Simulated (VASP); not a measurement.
Here is a VASP 6.6.1 calculation.

The input INCAR:

```
SYSTEM = Mn
PREC = Accurate ; ENCUT = 520
EDIFF = 1E-6 ; ISMEAR = 0
SIGMA = 0.1 ; LREAL = .FALSE.
LASPH = .TRUE. ; NELM = 100
ALGO = Normal ; ISIF = 2
LWAVE = .FALSE. ; LCHARG = .FALSE.
GGA = PS ; NBANDS = 34
```

Contents of KPOINTS:

```
regular mesh
0
G
  6 6 4
  0 0 0
```

POSCAR

```
Mn
1.0
    3.6671381817      0.0000000000      0.0000000000
   -1.8335690909      3.1758348246      0.0000000000
    0.0000000000      0.0000000000      4.2512084063
Mn
4
Direct
    0.0000000000      0.0000000000      0.2500000000
    0.0000000000      0.0000000000      0.7500000000
    0.3333333333      0.6666666667      0.7500000000
    0.6666666667      0.3333333333      0.2500000000
```

Potentials or basis: VASP PAW PBE potentials, release 64 (Mn_pv).

The run is started by

```console
$ cat potpaw_PBE.64/Mn_pv/POTCAR > POTCAR
$ mpirun -np 1 vasp_std > vasp.out
```

Task: What does it give for the pressure?

Result: 1.1 GPa.

Task: Predict the band gap on the k mesh.

Result: Zero (band 26 reaches 9.16 eV, above the bottom of band 27 at 8.13 eV).

Stress tensor (GPa, compression positive):
```
1.24 0.00 0.00
0.00 1.24 0.00
0.00 0.00 0.84
```

Caveat: the k points lie up to 0.37 Å⁻¹ apart; the PAW data sets were made with another functional, which shifts forces and pressure a little; the run has no spin polarisation, though such a crystal can be magnetic. Spin polarisation is off, so any magnetic state and its effect on volume and gap are missing.
